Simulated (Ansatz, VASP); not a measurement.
**One calculation of Zn12H, two programs**

```
Zn H
1.0
     5.32000    0.00000    0.00000
    -3.99000    6.91088    0.00000
     0.00000    0.00000    4.93696
Zn H
12 1
Direct
  0.98279 0.01621 0.02578
  0.15806 0.22410 0.52965
  0.98894 0.34880 0.00542
  0.16576 0.56297 0.53607
  0.97690 0.67371 0.98859
  0.12812 0.87468 0.44946
  0.48497 0.01308 0.01578
  0.68242 0.25163 0.46359
  0.48223 0.34743 0.00807
  0.64761 0.55208 0.51256
  0.48203 0.67841 0.04214
  0.67458 0.88341 0.55766
  0.47922 0.01510 0.61923
```

Alike in both runs: functional LDA; k mesh 4 × 3 × 3; occupations gaussian, width 0.05 eV; no spin polarisation.

Ansatz relaxed the structure, and its values are those at the end. VASP's run is a single point on that final structure, the one shown.

|  | VASP | Ansatz |
| --- | --- | --- |
| version | VASP 6.6.1 | Ansatz 0.2.0 |
| potentials or method | VASP PAW LDA potentials, release 64 (Zn, H), cutoff 520 eV | scalar-relativistic, plane waves, PAW |
| valence electrons in the cell | 145 | 145 |

|  | VASP | Ansatz | Ansatz less VASP |
| --- | --- | --- | --- |
| rms of the force components (eV/Å) | 0.009 | 0.009 | +0.0003 |

LDA's correlation is that of Perdew and Zunger in VASP and of Perdew and Wang (1992) in Ansatz.

The k mesh is coarse, so the values compare programs but aren't converged.
